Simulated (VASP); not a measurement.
## Ba: single point with LDA

Ba:

```
CELL_PARAMETERS angstrom
-2.50650 2.50650 2.50650
2.50650 -2.50650 2.50650
2.50650 2.50650 -2.50650
ATOMIC_POSITIONS crystal
Ba 0.00000 0.00000 0.00000
```

```yaml
Program: VASP 6.6.1
Task: single point
Functional: LDA
Potentials_or_basis: VASP PAW LDA potentials, release 64 (Ba_sv)
Cutoff: 520 eV
k_mesh: 8 × 8 × 8
Occupations: fermi-dirac, width 0.05 eV
Spin: no spin polarisation
```

The pressure is -1.3 GPa and the band gap on the k mesh is zero (band 5 reaches 1.95 eV, above the bottom of band 6 at 0.89 eV).

Levels at points of the mesh, in eV from the Fermi level:
```
           k point  band 2  band 3  band 4  band 5  band 6  band 7  band 8  band 9
(0.00, 0.00, 0.00)  -13.77  -13.77  -13.77   -2.74    1.76    1.76    1.76    3.22
(0.50, 0.00, 0.00)  -14.24  -13.92  -13.77   -0.90    0.65    1.33    3.15    3.74
(0.50, 0.50, 0.50)  -14.10  -14.10  -14.10   -0.52   -0.52    4.37    4.37    4.37
```

It used 12 s of CPU time on 1 thread of Intel Xeon 6975P-C, with other jobs on the host.

Caveat: spin-orbit coupling is left out, which moves the levels of the heavy elements.
